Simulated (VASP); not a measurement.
# Cs (Pm-3m) in VASP: single point with PBEsol

Aim: the single point of Cs with PBEsol.

Everything below comes from runs of VASP 6.6.1. Logs are shortened: lines on timing, memory, paths and dates and some standing lists are left out, and cuts for length are marked.

## Step 1: The cell of the first run

The structure is cubic, space group Pm-3m (No. 221). The conventional cell has a = 4.252 Å, b = 4.252 Å, c = 4.252 Å, α = 90.00°, β = 90.00°, γ = 90.00°. Within 5.6 Å of Cs (site symmetry m-3m) lie 6 Cs at 4.25 Å.

## Step 2: Single point, PBEsol

The input, INCAR:

```
SYSTEM = Cs
ALGO = Normal
EDIFF = 1E-6
ENCUT = 500
GGA = PS
GGA_COMPAT = .False.
ISIF = 2
ISMEAR = 1
LASPH = .True.
LCHARG = .False.
LREAL = .False.
LWAVE = .False.
NBANDS = 10
NELM = 120
PREC = Accurate
SIGMA = 0.1
```

The input, KPOINTS:

```
k-points
0
Gamma
  4 4 4
  0 0 0
```

The input, POSCAR:

```
Cs
1.0
    4.2523070000      0.0000000000      0.0000000000
    0.0000000000      4.2523070000      0.0000000000
    0.0000000000      0.0000000000      4.2523070000
Cs
1
Direct
    0.0000000000      0.0000000000      0.0000000000
```

Potentials or basis: VASP PAW PBE potentials, release 64 (Cs_sv).

Command:

```console
> cat potpaw_PBE.64/Cs_sv/POTCAR > POTCAR
> mpirun -np 1 vasp_std > vasp.out
```

OUTCAR:

```text
SYSTEM = Cs
   EDIFF = 1E-6
   ENCUT = 500
   GGA = PS
   ISIF = 2
   ISMEAR = 1
   LASPH = .True.
   LREAL = .False.
   NELM = 120
   PREC = Accurate

 ion  position               nearest neighbor table
   1  0.000  0.000  0.000-

  LATTYP: Found a simple cubic cell.
 ALAT       =     4.2523070000

  Lattice vectors:

 A1 = (   4.2523070000,   0.0000000000,   0.0000000000)
 A2 = (   0.0000000000,   4.2523070000,   0.0000000000)
 A3 = (   0.0000000000,   0.0000000000,   4.2523070000)

Analysis of symmetry for initial positions (statically):
=====================================================================
 Subroutine PRICEL returns:
 Original cell was already a primitive cell.

 Routine SETGRP: Setting up the symmetry group for a
 simple cubic supercell.

 Subroutine GETGRP returns: Found 48 space group operations
 (whereof 48 operations were pure point group operations)
 out of a pool of 48 trial point group operations.

The static configuration has the point symmetry O_h .

Analysis of symmetry for dynamics (positions and initial velocities):
=====================================================================
 Subroutine PRICEL returns:
 Original cell was already a primitive cell.

 Routine SETGRP: Setting up the symmetry group for a
 simple cubic supercell.

 Subroutine GETGRP returns: Found 48 space group operations
 (whereof 48 operations were pure point group operations)
 out of a pool of 48 trial point group operations.

The dynamic configuration has the point symmetry O_h .

 Subroutine INISYM returns: Found 48 space group operations
 (whereof 48 operations are pure point group operations),
 and found     1 'primitive' translations

----------------------------------------------------------------------------------------

                                     Primitive cell

  volume of cell :      76.8907

  direct lattice vectors                    reciprocal lattice vectors
     4.252307000  0.000000000  0.000000000     0.235166464  0.000000000  0.000000000
     0.000000000  4.252307000  0.000000000     0.000000000  0.235166464  0.000000000
     0.000000000  0.000000000  4.252307000     0.000000000  0.000000000  0.235166464

  length of vectors
     4.252307000  4.252307000  4.252307000     0.235166464  0.235166464  0.235166464

  position of ions in fractional coordinates (direct lattice)
     0.000000000  0.000000000  0.000000000

  ion indices of the primitive-cell ions
   primitive index   ion index
                 1           1

----------------------------------------------------------------------------------------

 KPOINTS: k-points

Automatic generation of k-mesh.
 Grid dimensions read from file:
 generate k-points for:    4    4    4

 Generating k-lattice:

  Cartesian coordinates                     Fractional coordinates (reciprocal lattice)
     0.058791616  0.000000000  0.000000000     0.250000000  0.000000000  0.000000000
     0.000000000  0.058791616  0.000000000     0.000000000  0.250000000  0.000000000
     0.000000000  0.000000000  0.058791616     0.000000000  0.000000000  0.250000000

  Length of vectors
     0.058791616  0.058791616  0.058791616

  Shift w.r.t. Gamma in fractional coordinates (k-lattice)
     0.000000000  0.000000000  0.000000000

 Subroutine IBZKPT returns following result:
 ===========================================

 Found     10 irreducible k-points:

 Following reciprocal coordinates:
            Coordinates               Weight
  0.000000  0.000000  0.000000      1.000000
  0.250000  0.000000  0.000000      6.000000
  0.500000  0.000000  0.000000      3.000000
  0.250000  0.250000  0.000000     12.000000
  0.500000  0.250000  0.000000     12.000000
  0.500000  0.500000  0.000000      3.000000
  0.250000  0.250000  0.250000      8.000000
  0.500000  0.250000  0.250000     12.000000
  0.500000  0.500000  0.250000      6.000000
  0.500000  0.500000  0.500000      1.000000
   k-points           NKPTS =     10   k-points in BZ     NKDIM =     10   number of bands    NBANDS=     10
   number of dos      NEDOS =    301   number of ions     NIONS =      1
   total plane-waves  NPLWV =  32768
   dimension x,y,z NGX =    32 NGY =   32 NGZ =   32
   dimension x,y,z NGXF=    64 NGYF=   64 NGZF=   64
   ions per type =               1
   NGX,Y,Z   is equivalent  to a cutoff of  12.51, 12.51, 12.51 a.u.
   NGXF,Y,Z  is equivalent  to a cutoff of  25.02, 25.02, 25.02 a.u.
 SYSTEM =  Cs
   PREC   = accura    normal or accurate (medium, high low for compatibility)
   ISTART =      0    job   : 0-new  1-cont  2-samecut
   ICHARG =      2    charge: 1-file 2-atom 10-const
   ISPIN  =      1    spin polarized calculation?
   LNONCOLLINEAR =      F non collinear calculations
   LSORBIT =      F    spin-orbit coupling
   LASPH  =      T    aspherical Exc in radial PAW
   ENCUT  =  500.0 eV  36.75 Ry    6.06 a.u.   7.75  7.75  7.75*2*pi/ulx,y,z
   NELM   =    120;   NELMIN=  2; NELMDL= -5     # of ELM steps
   EDIFF  = 0.1E-05   stopping-criterion for ELM
   LREAL  =      F    real-space projection
   EDIFFG = 0.1E-04   stopping-criterion for IOM
   NSW    =      0    number of steps for IOM
   IBRION =     -1    ionic relax: 0-MD 1-quasi-New 2-CG
   NFREE  =      0    steps in history (QN), initial steepest desc. (CG)
   ISIF   =      2    stress and relaxation
   ISYM   =      2    0-nonsym 1-usesym 2-fastsym
   POTIM  = 0.5000    time-step for ionic-motion
   TEBEG  =    0.0;   TEEND  =   0.0 temperature during run
   PSTRESS=    0.0 pullay stress
   NELECT =       9.0000    total number of electrons
   NUPDOWN=      -1.0000    fix difference up-down
   EMIN   =  10.00;   EMAX   =-10.00  energy-range for DOS
   EFERMI =   0.00;   METHOD = LEGACY
   ISMEAR =     1;   SIGMA  =   0.10  broadening in eV -4-tet -1-fermi 0-gaus
   EFERMI_NEDOS =   21; number of points for ismear=-14 and -15
   IALGO  =     38    algorithm
   IMIX   =      4    mixing-type and parameters
     AMIX     =   0.40;   BMIX     =  1.00
     AMIX_MAG =   1.60;   BMIX_MAG =  1.00
  volume/ion in A,a.u.               =      76.89       518.88
  Fermi-wavevector in a.u.,A,eV,Ry     =   0.800813  1.513317  8.725434  0.641301
  Thomas-Fermi vector in A             =   1.908180
   LORBIT       =      0    0 simple, 1 ext, 2 COOP (PROOUT), +10 PAW based schemes
   GGA     = PS    functional components
   LHFCALC =     F    Hartree Fock is set to
   AEXX    =    0.0000 exact exchange contribution
   IVDW    =     0    specifies the selected vdW correction
   LEPSILON=     F    determine dielectric tensor
   LRPA    =     F    only Hartree local field effects (RPA)
 non-spin polarized calculation
 Methfessel and Paxton  Order N= 1 SIGMA  =   0.10
  energy-cutoff  :      500.00
  volume of cell :       76.89
 maximum number of plane-waves:      1972
 NGX is ok and might be reduce to    32
   NGX = 15   NGY = 15   NGZ = 15

 number of electron       8.9999999 magnetization

 Free energy of the ion-electron system (eV)
  ---------------------------------------------------
  ext. energy  EPLUGINS =         0.00000000
  ---------------------------------------------------
  free energy    TOTEN  =        -0.74825327 eV

  energy without entropy =       -0.74834247  energy(sigma->0) =       -0.74828300

 E-fermi :   1.5060     XC(G=0):  -6.6439

 val. band max:        1.4606331033   @ k =   0.5000   0.0000   0.0000
 cond. band min:       1.6638397033   @ k =   0.5000   0.5000   0.2500
 fundamental gap:      0.2032066000
 Fermi energy:         1.5060134380

 k-point     1 :       0.0000    0.0000    0.0000
  band No.  band energies     occupation
      1     -22.3727      2.00000
      2      -8.8642      2.00000
      3      -8.8642      2.00000
      4      -8.8642      2.00000
      5      -0.4483      2.00000
      6       2.6709     -0.00000
      7       2.6709     -0.00000
      8       7.2836      0.00000
      9       7.2836      0.00000
     10       7.2836      0.00000

 k-point     2 :       0.2500    0.0000    0.0000
  band No.  band energies     occupation
      1     -22.3477      2.00000
      2      -9.2266      2.00000
      3      -8.8315      2.00000
      4      -8.8315      2.00000
      5       0.2917      2.00000
      6       2.9444     -0.00000
      7       3.1235     -0.00000
      8       5.7240      0.00000
      9       5.7240      0.00000
     10       6.9781      0.00000

 k-point     3 :       0.5000    0.0000    0.0000
  band No.  band energies     occupation
      1     -22.3224      2.00000
      2      -9.5500      2.00000
      3      -8.7983      2.00000
      4      -8.7983      2.00000
      5       1.4606      1.68736
      6       2.4498     -0.00000
      7       3.2937     -0.00000
      8       4.9512      0.00000
      9       4.9512      0.00000
     10       7.5723      0.00000

 k-point     4 :       0.2500    0.2500    0.0000
  band No.  band energies     occupation
      1     -22.3231      2.00000
      2      -9.1966      2.00000
      3      -9.1664      2.00000
      4      -8.7999      2.00000
      5       0.9428      2.00000
      6       2.9594     -0.00000
      7       3.7735      0.00000
      8       4.5330      0.00000
      9       5.7728      0.00000
     10       6.2228      0.00000

 k-point     5 :       0.5000    0.2500    0.0000
  band No.  band energies     occupation
      1     -22.2983      2.00000
      2      -9.4958      2.00000
      3      -9.1354      2.00000
      4      -8.7679      2.00000
      5       1.8273     -0.00005
      6       2.2771     -0.00000
      7       4.0678      0.00000
      8       4.6883      0.00000
      9       5.2028      0.00000
     10       6.2787      0.00000

 k-point     6 :       0.5000    0.5000    0.0000
  band No.  band energies     occupation
      1     -22.2738      2.00000
      2      -9.4399      2.00000
      3      -9.4399      2.00000
      4      -8.7369      2.00000
      5       1.2640      2.00328
      6       3.0985     -0.00000
      7       4.8080      0.00000
      8       4.8080      0.00000
      9       5.5160      0.00000
     10       5.5160      0.00000

 k-point     7 :       0.2500    0.2500    0.2500
  band No.  band energies     occupation
      1     -22.2989      2.00000
      2      -9.1655      2.00000
      3      -9.1253      2.00000
      4      -9.1253      2.00000
      5       1.4384      1.90220
      6       3.6124      0.00000
      7       3.6124      0.00000
      8       4.6104      0.00000
      9       4.9759      0.00000
     10       4.9759      0.00000

 k-point     8 :       0.5000    0.2500    0.2500
  band No.  band energies     occupation
      1     -22.2745      2.00000
      2      -9.4446      2.00000
      3      -9.1068      2.00000
      4      -9.0833      2.00000
      5       1.9128     -0.00000
      6       3.0221     -0.00000
      7       3.2047     -0.00000
      8       4.7568      0.00000
      9       5.1161      0.00000
     10       6.6492      0.00000

 k-point     9 :       0.5000    0.5000    0.2500
  band No.  band energies     occupation
      1     -22.2504      2.00000
      2      -9.3919      2.00000
      3      -9.3919      2.00000
      4      -9.0539      2.00000
      5       1.6638     -0.04814
      6       3.0948     -0.00000
      7       3.0948     -0.00000
      8       4.6826      0.00000
      9       6.4928      0.00000
     10       7.1972      0.00000

 k-point    10 :       0.5000    0.5000    0.5000
  band No.  band energies     occupation
      1     -22.2267      2.00000
      2      -9.3426      2.00000
      3      -9.3426      2.00000
      4      -9.3426      2.00000
      5       2.3010     -0.00000
      6       2.3010     -0.00000
      7       2.3010     -0.00000
      8       4.8900      0.00000
      9       7.9023      0.00000
     10       7.9023      0.00000

------------------------ aborting loop because EDIFF is reached ----------------------------------------

  FORCE on cell =-STRESS in cart. coord.  units (eV):
  Direction    XX          YY          ZZ          XY          YZ          ZX
  --------------------------------------------------------------------------------------
  -------------------------------------------------------------------------------------
  Total        0.6318163      0.6318163      0.6318163     -0.0000000      0.0000000     -0.0000000
  in kB       13.1652034     13.1652034     13.1652034     -0.0000000      0.0000000     -0.0000000
  external PRESSURE =      13.1652034 kB  Pullay stress =       0.0000000 kB

 VOLUME and BASIS-vectors are now :
 -----------------------------------------------------------------------------
  energy-cutoff  :      500.00
  volume of cell :       76.89
      direct lattice vectors                 reciprocal lattice vectors
     4.252307000  0.000000000  0.000000000     0.235166464  0.000000000  0.000000000
     0.000000000  4.252307000  0.000000000     0.000000000  0.235166464  0.000000000
     0.000000000  0.000000000  4.252307000     0.000000000  0.000000000  0.235166464

 POSITION                                       TOTAL-FORCE (eV/Angst)
 -----------------------------------------------------------------------------------
      0.00000      0.00000      0.00000         0.000000      0.000000      0.000000
 -----------------------------------------------------------------------------------
    total drift:                                0.000000     -0.000000      0.000000

  FREE ENERGIE OF THE ION-ELECTRON SYSTEM (eV)
  ---------------------------------------------------
  free  energy   TOTEN  =        -0.7482532668 eV

  energy  without entropy=       -0.7483424700  energy(sigma->0) =       -0.74828300
```

Run time: 8.5 s. Hardware: 1 thread of Intel Xeon 8259CL, shared host; peak memory 0.17 GiB.

What came out:

| Property | Result |
| --- | --- |
| Free energy | -0.7483 eV |
| Pressure | 1.3 GPa |

Caveat: the k points lie up to 0.37 Å⁻¹ apart; the PAW data sets were made with another functional, which shifts forces and pressure a little; spin-orbit coupling is left out, which moves the levels of the heavy elements.
